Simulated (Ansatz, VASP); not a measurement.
## Two plane-wave programs on Na3HSe

File INCAR:

```
ALGO = Normal
EDIFF = 1E-6
ENCUT = 520
GGA = PE
ISIF = 2
ISMEAR = 0
LASPH = T
LCHARG = F
LREAL = F
LWAVE = F
NBANDS = 22
NELM = 80
PREC = Accurate
SIGMA = 0.05
```

Contents of KPOINTS:

```
k-points
0
Gamma
  6 6 6
```

Contents of POSCAR:

```
Na3HSe
1.0
    4.5529231970      0.0000000000      0.0000000000
    0.0000000000      4.5529231970      0.0000000000
    0.0000000000      0.0000000000      4.5529231970
Na H Se
3 1 1
Direct
    0.0000000000      0.5000000000      0.5000000000
    0.5000000000      0.0000000000      0.5000000000
    0.5000000000      0.5000000000      0.0000000000
    0.5000000000      0.5000000000      0.5000000000
    0.0000000000      0.0000000000      0.0000000000
```

Input for Ansatz:

```yaml
crystal:
  lattice:
    - [4.552923197, 0.0, 0.0]
    - [0.0, 4.552923197, 0.0]
    - [0.0, 0.0, 4.552923197]
  atoms:
    - { symbol: Na, position: [0.0, 0.5, 0.5] }
    - { symbol: Na, position: [0.5, 0.0, 0.5] }
    - { symbol: Na, position: [0.5, 0.5, 0.0] }
    - { symbol: H, position: [0.5, 0.5, 0.5] }
    - { symbol: Se, position: [0.0, 0.0, 0.0] }
basis:
  ecutwfc: 420
  ecutrho_ratio: 4
kpoints:
  mp_grid: { grid: [6, 6, 6] }
hamiltonian:
  xc: pbe
scf:
  occupations: { method: gaussian, width: 0.05 }
output:
  forces: true
  stress: true
  eigenvalues: true
```

Alike in both runs: task single point; functional PBE; k mesh 6 × 6 × 6; occupations gaussian, width 0.05 eV; no spin polarisation.

|  | VASP | Ansatz |
| --- | --- | --- |
| version | VASP 6.6.1 | Ansatz 0.2.0 |
| potentials or method | VASP PAW PBE potentials, release 64 (Na_pv, H, Se), cutoff 520 eV | scalar-relativistic, plane waves, PAW |
| valence electrons in the cell | 28 | 44 |

```csv
,VASP,Ansatz,Ansatz less VASP
gap on the k mesh at the Fermi level (eV),2.77,2.77,-0.001
least direct gap on the mesh (eV),2.91,2.91,-0.001
pressure (GPa),-0.1,-0.1,-0.02
```

The functional is the same, so the differences come from potentials, cutoffs and numerics. VASP's potentials hold 28 valence electrons a cell and Ansatz's 44, so a difference there can come from the potentials and not from the codes.
